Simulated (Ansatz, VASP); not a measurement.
# Two plane-wave programs on ZnCd3Te4

The input INCAR:

```
PREC     = Accurate       # precision mode
ENCUT    = 450            # plane-wave cutoff, eV
EDIFF    = 1E-7           # SCF threshold, eV
ISMEAR   = 0              # smearing method
SIGMA    = 0.02           # smearing width, eV
LREAL    = F              # projectors in reciprocal space
LASPH    = T              # aspherical terms in the spheres
NELM     = 120            # most SCF steps
ALGO     = Normal         # electronic algorithm
ISIF     = 2              # what is computed and relaxed
LWAVE    = F              # write WAVECAR
LCHARG   = F              # write CHGCAR
GGA      = PE             # functional
IBRION   = 2              # ionic algorithm
NSW      = 50             # ionic steps
EDIFFG   = -0.01          # ionic threshold
GGA_COMPAT= F            
NELMIN   = 4
```

Contents of KPOINTS:

```
regular mesh
0
Gamma
  4 4 4
```

File POSCAR:

```
ZnCd3Te4
1.0
    6.3745579560      0.0000000000      0.0000000000
    0.0000000000      6.3745579560      0.0000000000
    0.0000000000      0.0000000000      6.3745579560
Zn Cd Te
1 3 4
Direct
    0.0000000000      0.0000000000      0.0000000000
    0.0000000000      0.5000000000      0.5000000000
    0.5000000000      0.0000000000      0.5000000000
    0.5000000000      0.5000000000      0.0000000000
    0.7603282597      0.7603282597      0.2396717403
    0.7603282597      0.2396717403      0.7603282597
    0.2396717403      0.7603282597      0.7603282597
    0.2396717403      0.2396717403      0.2396717403
```

Input for Ansatz:

```yaml
crystal:
  lattice:
    - [6.374557956, 0.0, 0.0]
    - [0.0, 6.374557956, 0.0]
    - [0.0, 0.0, 6.374557956]
  atoms:
    - { symbol: Zn, position: [0.0, 0.0, 0.0] }
    - { symbol: Cd, position: [0.0, 0.5, 0.5] }
    - { symbol: Cd, position: [0.5, 0.0, 0.5] }
    - { symbol: Cd, position: [0.5, 0.5, 0.0] }
    - { symbol: Te, position: [0.7603282597, 0.7603282597, 0.2396717403] }
    - { symbol: Te, position: [0.7603282597, 0.2396717403, 0.7603282597] }
    - { symbol: Te, position: [0.2396717403, 0.7603282597, 0.7603282597] }
    - { symbol: Te, position: [0.2396717403, 0.2396717403, 0.2396717403] }
basis:
  ecutwfc: 420
kpoints:
  mp_grid: { grid: [4, 4, 4] }
hamiltonian:
  xc: pbe
scf:
  occupations: { method: gaussian, width: 0.02 }
output:
  forces: true
  stress: true
  eigenvalues: true
relax:
  adjacent_minimum: "off"
  f_tol: 0.01
  max_steps: 30
```

Alike in both runs: task relaxation of the atoms; functional PBE; k mesh 4 × 4 × 4; occupations gaussian, width 0.02 eV; no spin polarisation.

```csv
,VASP,Ansatz
version,VASP 6.6.1,Ansatz 0.2.0
potentials or method,"VASP PAW PBE potentials, release 64 (Zn, Cd, Te), cutoff 450 eV","scalar-relativistic, plane waves, PAW"
valence electrons in the cell,72,136
```

|  | VASP | Ansatz | Ansatz less VASP |
| --- | --- | --- | --- |
| gap on the k mesh at the Fermi level, each at its own relaxed structure (eV) | 0.87 | 0.87 | 0.000 |

VASP's potentials hold 72 valence electrons a cell and Ansatz's 136, so a difference there can come from the potentials and not from the codes. Ansatz's warnings: stress scf threshold loose.

Spin-orbit coupling is off throughout.
